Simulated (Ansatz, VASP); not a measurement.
**C: VASP beside Ansatz**

```
C
1.0
     1.11947   -2.04493    0.00000
     1.11947    2.04493    0.00000
     0.00000    0.00000    7.08620
C
4
Direct
  0.08332 0.91668 0.74984
  0.58332 0.41668 0.25016
  0.91668 0.08332 0.25016
  0.41668 0.58332 0.74984
```

Change from the starting cell: volume 8.111 Å^3 an atom, stretch along a over the lengths across it, relative to the relaxed cell 0.9480.

Alike in both runs: task single point; functional PBEsol; k mesh 21 × 21 × 6; occupations gaussian, width 0.15 eV; no spin polarisation.

|  | VASP | Ansatz |
| --- | --- | --- |
| version | VASP 6.6.1 | Ansatz 0.2.0 |
| potentials or method | VASP PAW PBE potentials, release 64 (C), cutoff 520 eV | scalar-relativistic, plane waves, PAW |
| valence electrons in the cell | 16 | 16 |

|  | VASP | Ansatz | Ansatz less VASP |
| --- | --- | --- | --- |
| gap on the k mesh at the Fermi level (eV) | 0.22 | 0.22 | -0.001 |
| least direct gap on the mesh (eV) | 0.22 | 0.22 | -0.001 |
| rms of the force components (eV/Å) | 0.957 | 0.948 | -0.0083 |

VASP's potentials were made for PBE, not for PBEsol, and Ansatz warns of the same on its side. Atom by atom the forces differ by 0.008 eV/Å (rms over components).
